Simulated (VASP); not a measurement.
A run of VASP 6.6.1 is set up as follows.

INCAR

```
SYSTEM = SnO2
PREC = Accurate
ENCUT = 520
EDIFF = 1E-6
ISMEAR = 0
SIGMA = 0.05
LREAL = .False.
LASPH = .True.
NELM = 60
ALGO = Normal
ISIF = 2
LWAVE = .False.
LCHARG = .False.
NBANDS = 35
```

The input KPOINTS:

```
regular mesh
0
Gamma
  6 6 8
  0 0 0
```

File POSCAR:

```
SnO2
1.0
    4.6094272255      0.0000000000      0.0000000000
    0.0000000000      4.6099934723      0.0000000000
    0.0000000000      0.0000000000      3.1141542057
Sn O
2 4
Direct
    0.5000000000      0.5000000000      0.5000000000
    0.0000000000      0.0000000000      0.0000000000
    0.3059833077      0.2543006016      0.0000000000
    0.8059833077      0.2456993984      0.5000000000
    0.1940166923      0.7543006016      0.5000000000
    0.6940166923      0.7456993984      0.0000000000
```

Potentials or basis: VASP PAW LDA potentials, release 64 (Sn_d, O).

Run with:

```console
$ cat potpaw_LDA.64/Sn_d/POTCAR potpaw_LDA.64/O/POTCAR > POTCAR
$ mpirun -np 1 vasp_std > vasp.out
```

Q: Predict the band gap on the k mesh.

A: 1.96 eV, direct.

Q: Estimate the pressure.

A: 23.3 GPa.

Q: Predict the largest force.

A: 4.595 eV/Å.

Stress tensor (GPa, compression positive):
```
37.44  0.00  0.00
 0.00 21.08  0.00
 0.00  0.00 11.33
```

Caveat: spin-orbit coupling is left out, which moves the levels of the heavy elements; forces of over 1 eV/Å act on the atoms, so gaps and moduli don't describe the material at rest. A hybrid or GW would open this gap; LDA tends to underestimate it.
